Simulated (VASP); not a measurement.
A run of VASP 6.6.1 is set up as follows.

The input INCAR:

```
PREC = Accurate
ENCUT = 520
EDIFF = 1E-6
ISMEAR = 0
SIGMA = 0.05
LREAL = F
LASPH = T
NELM = 100
ALGO = Normal
ISIF = 2
LWAVE = F
LCHARG = F
GGA = CA
NBANDS = 25
```

The input KPOINTS:

```
Automatic mesh
0
Gamma
  6 6 6
```

POSCAR

```
BaLiF3
1.0
    3.9885816400      0.0000000000      0.0000000000
    0.0000000000      3.9885816400      0.0000000000
    0.0000000000      0.0000000000      4.0484103646
Ba Li F
1 1 3
Direct
    0.0000000000      0.0000000000      0.0000000000
    0.5000000000      0.5000000000      0.5000000000
    0.0000000000      0.5000000000      0.5000000000
    0.5000000000      0.5000000000      0.0000000000
    0.5000000000      0.0000000000      0.5000000000
```

Potentials or basis: VASP PAW LDA potentials, release 64 (Ba_sv, Li_sv, F).

The run is started by

```console
$ cat potpaw_LDA.64/Ba_sv/POTCAR potpaw_LDA.64/Li_sv/POTCAR potpaw_LDA.64/F/POTCAR > POTCAR
$ mpirun -np 1 vasp_std > vasp.out
```

Q: What does it give for the band gap on the k mesh?

A: 6.38 eV.

Caveat: the cell differs from its parent crystal (strain +0.000 along x and y, +0.015 along z); spin-orbit coupling is left out, which moves the levels of the heavy elements. A k mesh can miss the band edges.
